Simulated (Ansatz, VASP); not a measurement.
# BAs in VASP and in Ansatz

```
B As
1.0
     3.37514    0.00000    0.00000
    -1.68757    2.92296    0.00000
     0.00000    0.00000   23.80000
B As
1 1
Direct
  0.33333 0.66667 0.29412
  0.66667 0.33333 0.29412
```

Alike in both runs: functional PBE; dispersion D3(BJ); k mesh 12 × 12 × 1; occupations gaussian, width 0.03 eV; no spin polarisation.

Ansatz relaxed the structure, and its values are those at the end. VASP's run is a single point on that final structure, the one shown.

|  | VASP | Ansatz |
| --- | --- | --- |
| version | VASP 6.6.1 | Ansatz 0.2.0 |
| potentials or method | VASP PAW PBE potentials, release 64 (B, As), cutoff 420 eV | scalar-relativistic, plane waves, PAW |
| valence electrons in the cell | 8 | 18 |

|  | VASP | Ansatz | Ansatz less VASP |
| --- | --- | --- | --- |
| gap on the k mesh at the Fermi level (eV) | 0.74 | 0.75 | +0.010 |
| least direct gap on the mesh (eV) | 0.74 | 0.75 | +0.010 |

VASP's potentials hold 8 valence electrons a cell and Ansatz's 18, so a difference there can come from the potentials and not from the codes. Ansatz's warnings: slab cell height set, structure snapped to symmetry.
